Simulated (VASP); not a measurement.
A run of VASP 6.6.1:

The input INCAR:

```
SYSTEM = Si4W
PREC = Accurate ; ENCUT = 520
EDIFF = 1E-6 ; ISMEAR = 0
SIGMA = 0.2 ; LREAL = .False.
LASPH = .True. ; NELM = 100
ALGO = Normal ; ISIF = 2
LWAVE = .False. ; LCHARG = .False.
GGA = PE ; NBANDS = 23
```

KPOINTS

```
regular mesh
0
Gamma
  7 7 7
  0 0 0
```

The input POSCAR:

```
Si4W
1.0
   -1.6650566496      1.6650566496      6.3567916832
    1.6650566496     -1.6650566496      6.3567916832
    1.6650566496      1.6650566496     -6.3567916832
Si W
4 1
Direct
    0.2099929020      0.2099929020      0.0000000000
    0.7900070980      0.7900070980      0.0000000000
    0.4017275840      0.4017275840      0.0000000000
    0.5982724160      0.5982724160      0.0000000000
    0.0000000000      0.0000000000      0.0000000000
```

Potentials or basis: VASP PAW PBE potentials, release 64 (Si, W_sv).

The run is started by

```bash
$ cat potpaw_PBE.64/Si/POTCAR potpaw_PBE.64/W_sv/POTCAR > POTCAR
$ mpirun -np 1 vasp_std > vasp.out
```

Hardware: 1 thread of Intel(R) Xeon(R) Platinum 8488C (Sapphire Rapids), on a shared host.

Task: How long does it take, and how much memory?

Result: Run time: 2.7 min on 1 thread of Intel(R) Xeon(R) Platinum 8488C (Sapphire Rapids) (shared host), peak memory 0.36 GiB. Counts: scf iterations 13, k points 40.
